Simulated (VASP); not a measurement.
Here is a VASP 6.6.1 calculation.

Contents of POSCAR:

```
Co
1.0
    2.4873648738      0.0000000000      0.0000000000
   -1.2436824369      2.1541211692      0.0000000000
    0.0000000000      0.0000000000      4.0632895034
Co
2
Direct
    0.3333333333      0.6666666667      0.7401390000
    0.6666666667      0.3333333333      0.2598610000
```

INCAR.step1

```
PREC = Accurate
ENCUT = 520
ISMEAR = -1
SIGMA = 0.05
LREAL = F
LASPH = T
NELM = 150
ISPIN = 2
MAGMOM = 2 2
LMAXMIX = 4
NBANDS = 20
GGA = PE
ALGO = Normal
EDIFF = 1E-4
LWAVE = T
LCHARG = F
```

File INCAR.step2:

```
PREC = Accurate
ENCUT = 520
EDIFF = 1E-6
ISMEAR = -1
SIGMA = 0.05
LREAL = F
LASPH = T
NELM = 150
ALGO = Normal
ISIF = 2
LWAVE = F
LCHARG = T
ISPIN = 2
MAGMOM = 2 2
LORBIT = 11
LMAXMIX = 4
METAGGA = R2SCAN
LMIXTAU = T
LELF = T
LVHAR = T
NBANDS = 20
ISTART = 1
```

File KPOINTS:

```
regular mesh
0
Gamma
  12 12 7
```

Potentials or basis: VASP PAW PBE potentials, release 64 (Co).

The run is started by

```console
$ cat potpaw_PBE.64/Co/POTCAR > POTCAR
$ cp INCAR.step1 INCAR
$ mpirun -np 1 vasp_std > vasp.out
$ cp INCAR.step2 INCAR
$ mpirun -np 1 vasp_std > vasp.out
```

Task: Predict the site moments.

Result: Co +1.85 μB.

Task: Predict the largest force.

Result: 0.190 eV/Å.

Stress tensor (GPa, compression positive):
```
-3.82  0.00  0.00
 0.00 -3.82  0.00
 0.00  0.00 -2.68
```

Caveat: the PAW data sets were made with another functional, which shifts forces and pressure a little.
